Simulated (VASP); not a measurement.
# AlGa3N4 (P-43m) in VASP: notebook

Runs on AlGa3N4. Level: r2SCAN. Tasks: single point, relaxation of cell and atoms.

Everything below comes from runs of VASP 6.6.1. Logs are shortened: lines on timing, memory, paths and dates and some standing lists are left out, and cuts for length are marked.

## Step 1: The cell of the first run

Symmetry: P-43m, No. 215, cubic system. The conventional cell has a = 4.473 Å, b = 4.473 Å, c = 4.473 Å, α = 90.00°, β = 90.00°, γ = 90.00°. Al (site symmetry -43m) has 4 N at 1.90 Å within 2.5 Å. Within 2.6 Å of Ga (site symmetry -42m) lie 4 N at 1.95 Å. N (site symmetry 3m) has 1 Al at 1.90 Å and 3 Ga at 1.95 Å within 2.5 Å.

## Step 2: Single point, r2SCAN

Input file POSCAR:

```
AlGa3N4
1.0
    4.4729076159      0.0000000000      0.0000000000
    0.0000000000      4.4729076159      0.0000000000
    0.0000000000      0.0000000000      4.4729076159
Al Ga N
1 3 4
Direct
    0.0000000000      0.0000000000      0.0000000000
    0.5000000000      0.5000000000      0.0000000000
    0.5000000000      0.0000000000      0.5000000000
    0.0000000000      0.5000000000      0.5000000000
    0.7553372115      0.7553372115      0.2446627885
    0.7553372115      0.2446627885      0.7553372115
    0.2446627885      0.7553372115      0.7553372115
    0.2446627885      0.2446627885      0.2446627885
```

Input file INCAR.step1:

```
SYSTEM = AlGa3N4
  PREC = Accurate
  ENCUT = 520
  ISMEAR = 0
  SIGMA = 0.02
  LREAL = .False.
  LASPH = .True.
  NELM = 80
  NBANDS = 41
  GGA = PE
  ALGO = Normal
  EDIFF = 1E-4
  LWAVE = .True.
  LCHARG = .False.
```

Input file INCAR.step2:

```
SYSTEM = AlGa3N4
  PREC = Accurate
  ENCUT = 520
  EDIFF = 1E-7
  ISMEAR = 0
  SIGMA = 0.02
  LREAL = .False.
  LASPH = .True.
  NELM = 80
  ALGO = Normal
  ISIF = 2
  LWAVE = .False.
  LCHARG = .False.
  METAGGA = R2SCAN
  LMIXTAU = .True.
  NBANDS = 41
  ISTART = 1
```

Input file KPOINTS:

```
Automatic mesh
0
Gamma
  6 6 6
  0 0 0
```

Potentials or basis: VASP PAW PBE potentials, release 64 (Al, Ga_d, N).

Started as:

```bash
$ cat potpaw_PBE.64/Al/POTCAR potpaw_PBE.64/Ga_d/POTCAR potpaw_PBE.64/N/POTCAR > POTCAR
$ cp INCAR.step1 INCAR
$ mpirun -np 1 vasp_std > vasp.out
$ cp INCAR.step2 INCAR
$ mpirun -np 1 vasp_std > vasp.out
```

OUTCAR:

```text
SYSTEM = AlGa3N4
   PREC = Accurate
   ENCUT = 520
   EDIFF = 1E-7
   ISMEAR = 0
   LREAL = .False.
   LASPH = .True.
   NELM = 80
   ISIF = 2
   METAGGA = R2SCAN
   ISTART = 1

 ion  position               nearest neighbor table
   1  0.000  0.000  0.000-   5 1.90   6 1.90   7 1.90   8 1.90
   2  0.500  0.500  0.000-   5 1.95   6 1.95   7 1.95   8 1.95
   3  0.500  0.000  0.500-   5 1.95   6 1.95   7 1.95   8 1.95
   4  0.000  0.500  0.500-   5 1.95   6 1.95   7 1.95   8 1.95
   5  0.755  0.755  0.245-   1 1.90   2 1.95   3 1.95   4 1.95
   6  0.755  0.245  0.755-   1 1.90   2 1.95   3 1.95   4 1.95
   7  0.245  0.755  0.755-   1 1.90   2 1.95   3 1.95   4 1.95
   8  0.245  0.245  0.245-   1 1.90   2 1.95   3 1.95   4 1.95

  LATTYP: Found a simple cubic cell.
 ALAT       =     4.4729076159

  Lattice vectors:

 A1 = (   4.4729076159,   0.0000000000,   0.0000000000)
 A2 = (   0.0000000000,   4.4729076159,   0.0000000000)
 A3 = (   0.0000000000,   0.0000000000,   4.4729076159)

Analysis of symmetry for initial positions (statically):
=====================================================================
 Subroutine PRICEL returns:
 Original cell was already a primitive cell.

 Routine SETGRP: Setting up the symmetry group for a
 simple cubic supercell.

 Subroutine GETGRP returns: Found 24 space group operations
 (whereof 24 operations were pure point group operations)
 out of a pool of 48 trial point group operations.

The static configuration has the point symmetry T_d .

Analysis of symmetry for dynamics (positions and initial velocities):
=====================================================================
 Subroutine PRICEL returns:
 Original cell was already a primitive cell.

 Routine SETGRP: Setting up the symmetry group for a
 simple cubic supercell.

 Subroutine GETGRP returns: Found 24 space group operations
 (whereof 24 operations were pure point group operations)
 out of a pool of 48 trial point group operations.

The dynamic configuration has the point symmetry T_d .

 Subroutine INISYM returns: Found 24 space group operations
 (whereof 24 operations are pure point group operations),
 and found     1 'primitive' translations

----------------------------------------------------------------------------------------

                                     Primitive cell

  volume of cell :      89.4890

  direct lattice vectors                    reciprocal lattice vectors
     4.472907616  0.000000000  0.000000000     0.223568221  0.000000000  0.000000000
     0.000000000  4.472907616  0.000000000     0.000000000  0.223568221  0.000000000
     0.000000000  0.000000000  4.472907616     0.000000000  0.000000000  0.223568221

  length of vectors
     4.472907616  4.472907616  4.472907616     0.223568221  0.223568221  0.223568221

  position of ions in fractional coordinates (direct lattice)
     0.000000000  0.000000000  0.000000000
     0.500000000  0.500000000  0.000000000
     0.500000000  0.000000000  0.500000000
     0.000000000  0.500000000  0.500000000
     0.755337211  0.755337211  0.244662789
     0.755337211  0.244662789  0.755337211
     0.244662789  0.755337211  0.755337211
     0.244662789  0.244662789  0.244662789

  ion indices of the primitive-cell ions
   primitive index   ion index
                 1           1
                 2           2
                 3           3
                 4           4
                 5           5
                 6           6
                 7           7
                 8           8

----------------------------------------------------------------------------------------

 KPOINTS: Automatic mesh

Automatic generation of k-mesh.
 Grid dimensions read from file:
 generate k-points for:    6    6    6

 Generating k-lattice:

  Cartesian coordinates                     Fractional coordinates (reciprocal lattice)
     0.037261370  0.000000000  0.000000000     0.166666667  0.000000000  0.000000000
     0.000000000  0.037261370  0.000000000     0.000000000  0.166666667  0.000000000
     0.000000000  0.000000000  0.037261370     0.000000000  0.000000000  0.166666667

  Length of vectors
     0.037261370  0.037261370  0.037261370

  Shift w.r.t. Gamma in fractional coordinates (k-lattice)
     0.000000000  0.000000000  0.000000000

 Subroutine IBZKPT returns following result:
 ===========================================

 Found     20 irreducible k-points:

 Following reciprocal coordinates:
            Coordinates               Weight
  0.000000  0.000000  0.000000      1.000000
  0.166667  0.000000  0.000000      6.000000
  0.333333  0.000000  0.000000      6.000000
  0.500000  0.000000  0.000000      3.000000
  0.166667  0.166667  0.000000     12.000000
  0.333333  0.166667  0.000000     24.000000
[... 12 lines left out ...]
  0.500000  0.500000  0.333333      6.000000
  0.500000  0.500000  0.500000      1.000000
   k-points           NKPTS =     20   k-points in BZ     NKDIM =     20   number of bands    NBANDS=     41
   number of dos      NEDOS =    301   number of ions     NIONS =      8
   total plane-waves  NPLWV =  46656
   dimension x,y,z NGX =    36 NGY =   36 NGZ =   36
   dimension x,y,z NGXF=    72 NGYF=   72 NGZF=   72
   ions per type =               1   3   4
   NGX,Y,Z   is equivalent  to a cutoff of  13.38, 13.38, 13.38 a.u.
   NGXF,Y,Z  is equivalent  to a cutoff of  26.76, 26.76, 26.76 a.u.
 SYSTEM =  AlGa3N4
   PREC   = accura    normal or accurate (medium, high low for compatibility)
   ISTART =      1    job   : 0-new  1-cont  2-samecut
   ICHARG =      0    charge: 1-file 2-atom 10-const
   ISPIN  =      1    spin polarized calculation?
   LNONCOLLINEAR =      F non collinear calculations
   LSORBIT =      F    spin-orbit coupling
   LASPH  =      T    aspherical Exc in radial PAW
   ENCUT  =  520.0 eV  38.22 Ry    6.18 a.u.   8.32  8.32  8.32*2*pi/ulx,y,z
   NELM   =     80;   NELMIN=  2; NELMDL=  0     # of ELM steps
   EDIFF  = 0.1E-06   stopping-criterion for ELM
   LREAL  =      F    real-space projection
   EDIFFG = 0.1E-05   stopping-criterion for IOM
   NSW    =      0    number of steps for IOM
   IBRION =     -1    ionic relax: 0-MD 1-quasi-New 2-CG
   NFREE  =      0    steps in history (QN), initial steepest desc. (CG)
   ISIF   =      2    stress and relaxation
   ISYM   =      2    0-nonsym 1-usesym 2-fastsym
   POTIM  = 0.5000    time-step for ionic-motion
   TEBEG  =    0.0;   TEEND  =   0.0 temperature during run
   PSTRESS=    0.0 pullay stress
   NELECT =      62.0000    total number of electrons
   NUPDOWN=      -1.0000    fix difference up-down
   EMIN   =  10.00;   EMAX   =-10.00  energy-range for DOS
   EFERMI =   0.00;   METHOD = LEGACY
   ISMEAR =     0;   SIGMA  =   0.02  broadening in eV -4-tet -1-fermi 0-gaus
   EFERMI_NEDOS =   21; number of points for ismear=-14 and -15
   IALGO  =     38    algorithm
   IMIX   =      4    mixing-type and parameters
     AMIX     =   0.40;   BMIX     =  1.00
     AMIX_MAG =   1.60;   BMIX_MAG =  1.00
  volume/ion in A,a.u.               =      11.19        75.49
  Fermi-wavevector in a.u.,A,eV,Ry     =   1.448601  2.737459 28.551078  2.098445
  Thomas-Fermi vector in A             =   2.566423
   LORBIT       =      0    0 simple, 1 ext, 2 COOP (PROOUT), +10 PAW based schemes
   METAGGA = R2SCAN    functional components
   LHFCALC =     F    Hartree Fock is set to
   AEXX    =    0.0000 exact exchange contribution
   IVDW    =     0    specifies the selected vdW correction
   LEPSILON=     F    determine dielectric tensor
   LRPA    =     F    only Hartree local field effects (RPA)
 non-spin polarized calculation
 Gauss-broadening in eV      SIGMA  =   0.02
  energy-cutoff  :      520.00
  volume of cell :       89.49
 maximum number of plane-waves:      2469
 NGX is ok and might be reduce to    36
   NGX = 17   NGY = 17   NGZ = 17

 number of electron      61.9999969 magnetization

 Free energy of the ion-electron system (eV)
  ---------------------------------------------------
  ext. energy  EPLUGINS =         0.00000000
  ---------------------------------------------------
  free energy    TOTEN  =       -84.86632774 eV

  energy without entropy =      -84.86632774  energy(sigma->0) =      -84.86632774

 E-fermi :   5.2478     XC(G=0): -12.3537

 val. band max:        5.1357389962   @ k =   0.0000   0.0000   0.0000
 cond. band min:       7.9162528652   @ k =   0.0000   0.0000   0.0000
 fundamental gap:      2.7805138690
 Fermi energy:         5.2478052344

 k-point     1 :       0.0000    0.0000    0.0000
  band No.  band energies     occupation
      1     -11.3183      2.00000
      2      -9.9467      2.00000
      3      -9.9467      2.00000
      4      -9.9467      2.00000
      5      -8.3690      2.00000
      6      -8.3690      2.00000
[... 33 lines left out ...]
     40      16.7166      0.00000
     41      16.7166      0.00000

 k-point     2 :       0.1667    0.0000    0.0000
  band No.  band energies     occupation
      1     -11.2074      2.00000
      2      -9.9983      2.00000
      3      -9.9490      2.00000
      4      -9.9490      2.00000
      5      -8.3714      2.00000
      6      -8.3650      2.00000
[... 33 lines left out ...]
     40      16.9417      0.00000
     41      16.9417      0.00000

 k-point     3 :       0.3333    0.0000    0.0000
  band No.  band energies     occupation
      1     -10.9079      2.00000
      2     -10.1752      2.00000
      3      -9.9539      2.00000
      4      -9.9539      2.00000
      5      -8.3480      2.00000
      6      -8.3480      2.00000
[... 699 lines left out ...]
      2     -10.1389      2.00000
      3     -10.1389      2.00000
      4     -10.1279      2.00000
      5      -8.3651      2.00000
      6      -8.3651      2.00000
[... 33 lines left out ...]
     40      16.0702      0.00000
     41      16.2317      0.00000

 k-point    20 :       0.5000    0.5000    0.5000
  band No.  band energies     occupation
      1     -10.3273      2.00000
      2     -10.1332      2.00000
      3     -10.1332      2.00000
      4     -10.1332      2.00000
      5      -8.3697      2.00000
      6      -8.3697      2.00000
[... 33 lines left out ...]
     40      15.7622      0.00000
     41      15.7622      0.00000

------------------------ aborting loop because EDIFF is reached ----------------------------------------

  FORCE on cell =-STRESS in cart. coord.  units (eV):
  Direction    XX          YY          ZZ          XY          YZ          ZX
  --------------------------------------------------------------------------------------
  -------------------------------------------------------------------------------------
  Total       -0.1992856     -0.1992856     -0.1992856      0.0000000      0.0000000     -0.0000000
  in kB       -3.5679324     -3.5679324     -3.5679324      0.0000000      0.0000000     -0.0000000
  external PRESSURE =      -3.5679324 kB  Pullay stress =       0.0000000 kB

 VOLUME and BASIS-vectors are now :
 -----------------------------------------------------------------------------
  energy-cutoff  :      520.00
  volume of cell :       89.49
      direct lattice vectors                 reciprocal lattice vectors
     4.472907616  0.000000000  0.000000000     0.223568221  0.000000000  0.000000000
     0.000000000  4.472907616  0.000000000     0.000000000  0.223568221  0.000000000
     0.000000000  0.000000000  4.472907616     0.000000000  0.000000000  0.223568221

 POSITION                                       TOTAL-FORCE (eV/Angst)
 -----------------------------------------------------------------------------------
      0.00000      0.00000      0.00000        -0.000000     -0.000000     -0.000000
      2.23645      2.23645      0.00000        -0.000000     -0.000000     -0.000000
      2.23645      0.00000      2.23645        -0.000000     -0.000000     -0.000000
      0.00000      2.23645      2.23645        -0.000000      0.000000     -0.000000
      3.37855      3.37855      1.09435         0.047298      0.047298     -0.047298
      3.37855      1.09435      3.37855         0.047298     -0.047298      0.047298
      1.09435      3.37855      3.37855        -0.047298      0.047298      0.047298
      1.09435      1.09435      1.09435        -0.047298     -0.047298     -0.047298
 -----------------------------------------------------------------------------------
    total drift:                               -0.000000     -0.000000     -0.000000

  FREE ENERGIE OF THE ION-ELECTRON SYSTEM (eV)
  ---------------------------------------------------
  free  energy   TOTEN  =       -84.8663277354 eV

  energy  without entropy=      -84.8663277354  energy(sigma->0) =      -84.86632774
```

Run time: 3.9 min. Hardware: 1 thread of Intel Xeon Platinum 8259CL at 2.50GHz (Skylake/Cascade Lake), shared host; peak memory 0.25 GiB.

What came out:

| Property | Result |
| --- | --- |
| Free energy | -84.8663 eV |
| Pressure | -0.4 GPa |
| Largest force | 0.082 eV/Å |
| Band gap on the k mesh | 2.78 eV |

Forces on the atoms (eV/Å):
```
Al   0.000  0.000  0.000
Ga   0.000  0.000  0.000
Ga   0.000  0.000  0.000
Ga   0.000  0.000  0.000
N    0.047  0.047 -0.047
N    0.047 -0.047  0.047
N   -0.047  0.047  0.047
N   -0.047 -0.047 -0.047
```

Levels at points of the mesh, in eV from the valence-band top:
| k point | band 28 | band 29 | band 30 | band 31 | band 32 | band 33 | band 34 | band 35 |
| --- | --- | --- | --- | --- | --- | --- | --- | --- |
| (0.00, 0.00, 0.00) | -2.50 | 0.00 | 0.00 | 0.00 | 2.78 | 3.92 | 3.92 | 3.92 |
| (0.50, 0.00, 0.00) | -1.52 | -1.52 | -1.20 | -1.20 | 5.43 | 5.53 | 6.78 | 6.78 |
| (0.50, 0.50, 0.00) | -0.99 | -0.98 | -0.98 | -0.61 | 7.27 | 7.47 | 7.47 | 7.95 |
| (0.50, 0.50, 0.50) | -0.75 | -0.68 | -0.68 | -0.68 | 5.53 | 5.53 | 5.53 | 6.90 |

Caveat: the PAW data sets were made with another functional, which shifts forces and pressure a little.

## Step 3: Relaxation of cell and atoms, r2SCAN, target pressure -1 GPa, at which the enthalpy is minimised

This run uses another cell than the first one, of 11.24 Å³/atom.

Input file POSCAR:

```
AlGa3N4
1.0
    4.4800793998      0.0000000000      0.0000000000
    0.0000000000      4.4800793998      0.0000000000
    0.0000000000      0.0000000000      4.4800793998
Al Ga N
1 3 4
Direct
    0.0000000000      0.0000000000      0.0000000000
    0.5000000000      0.5000000000      0.0000000000
    0.5000000000      0.0000000000      0.5000000000
    0.0000000000      0.5000000000      0.5000000000
    0.7553510551      0.7553510551      0.2446489449
    0.7553510551      0.2446489449      0.7553510551
    0.2446489449      0.7553510551      0.7553510551
    0.2446489449      0.2446489449      0.2446489449
```

Input file INCAR.step1:

```
SYSTEM = AlGa3N4
PREC = Accurate ; ENCUT = 600
ISMEAR = 0 ; SIGMA = 0.02
LREAL = .FALSE. ; LASPH = .TRUE.
NELM = 60 ; GGA = PE
ALGO = Normal ; EDIFF = 1E-4
LWAVE = .TRUE. ; LCHARG = .FALSE.
```

Input file INCAR.step2:

```
SYSTEM = AlGa3N4
PREC = Accurate ; ENCUT = 600
EDIFF = 1E-6 ; ISMEAR = 0
SIGMA = 0.02 ; LREAL = .FALSE.
LASPH = .TRUE. ; NELM = 60
ALGO = Normal ; ISIF = 3
LWAVE = .FALSE. ; LCHARG = .FALSE.
METAGGA = R2SCAN ; LMIXTAU = .TRUE.
IBRION = 2 ; NSW = 70
EDIFFG = -0.008 ; PSTRESS = -10.0
ISTART = 1
```

Input file KPOINTS:

```
regular mesh
0
G
  6 6 6
  0 0 0
```

Potentials or basis: VASP PAW PBE potentials, release 64 (Al, Ga_d, N).

Started as:

```bash
$ cat potpaw_PBE.64/Al/POTCAR potpaw_PBE.64/Ga_d/POTCAR potpaw_PBE.64/N/POTCAR > POTCAR
$ cp INCAR.step1 INCAR
$ mpirun -np 1 vasp_std > vasp.out
$ cp INCAR.step2 INCAR
$ mpirun -np 1 vasp_std > vasp.out
```

Wall time 9.5 min (1 thread of AMD EPYC 9R45 (Zen 5), shared host); peak memory 0.24 GiB.

Results (log left out):

| Item | Value |
| --- | --- |
| Free energy | -84.8669 eV |
| Relaxed volume | 11.23 Å³/atom |
| Relaxed cell | a = 4.478 Å, b = 4.478 Å, c = 4.478 Å, α = 90.00°, β = 90.00°, γ = 90.00° |
| Space group after relaxing (to 0.1 Å) | P-43m (No. 215) |
| Energy change on relaxing (the run minimises the enthalpy) | -0.2 meV/atom |
| Ionic steps | 5 |
| Pressure after relaxing | -1.0 GPa |
| Largest force after relaxing | 0.005 eV/Å |
| Band gap on the k mesh | 2.76 eV |

Forces in eV/Å, atoms in the order of the input:
```
Al   0.000  0.000  0.000
Ga   0.000  0.000  0.000
Ga   0.000  0.000  0.000
Ga   0.000  0.000  0.000
N   -0.003 -0.003  0.003
N   -0.003  0.003 -0.003
N    0.003 -0.003 -0.003
N    0.003  0.003  0.003
```

Step by step:
```
step  energy change (eV)  largest force (eV/Å)  pressure (GPa)  volume (Å³)
   1              0.0000                0.0777           -1.30        89.92
   2             -0.0021                0.0182           -0.71        89.65
   3             -0.0017                0.0132           -0.90        89.74
   4             -0.0017                0.0109           -0.90        89.73
   5             -0.0013                0.0050           -1.04        89.80
```

Final structure:
```yaml
crystal:
  lattice:
    - [4.47814, 0.00000, 0.00000]
    - [0.00000, 4.47814, 0.00000]
    - [0.00000, 0.00000, 4.47814]
  atoms:
    - { symbol: Al, position: [0.00000, 0.00000, 0.00000] }
    - { symbol: Ga, position: [0.50000, 0.50000, 0.00000] }
    - { symbol: Ga, position: [0.50000, 0.00000, 0.50000] }
    - { symbol: Ga, position: [0.00000, 0.50000, 0.50000] }
    - { symbol: N, position: [0.75577, 0.75577, 0.24423] }
    - { symbol: N, position: [0.75577, 0.24423, 0.75577] }
    - { symbol: N, position: [0.24423, 0.75577, 0.75577] }
    - { symbol: N, position: [0.24423, 0.24423, 0.24423] }
```

Levels at points of the mesh, in eV from the valence-band top:
| k point | band 27 | band 28 | band 29 | band 30 | band 31 | band 32 | band 33 | band 34 | band 35 | band 36 |
| --- | --- | --- | --- | --- | --- | --- | --- | --- | --- | --- |
| (0.00, 0.00, 0.00) | -2.48 | -2.48 | 0.00 | 0.00 | 0.00 | 2.76 | 3.92 | 3.92 | 3.92 | 7.09 |
| (0.50, 0.00, 0.00) | -2.86 | -1.51 | -1.51 | -1.19 | -1.19 | 5.41 | 5.51 | 6.77 | 6.77 | 8.35 |
| (0.50, 0.50, 0.00) | -3.04 | -0.98 | -0.97 | -0.97 | -0.59 | 7.22 | 7.43 | 7.43 | 7.91 | 8.00 |
| (0.50, 0.50, 0.50) | -0.74 | -0.74 | -0.67 | -0.67 | -0.67 | 5.51 | 5.51 | 5.51 | 6.86 | 9.74 |

Caveat: the cell is relaxed towards a set pressure, so the run minimises the enthalpy, not the energy; the PAW data sets were made with another functional, which shifts forces and pressure a little.

(Part 1 of 2 ends here.)
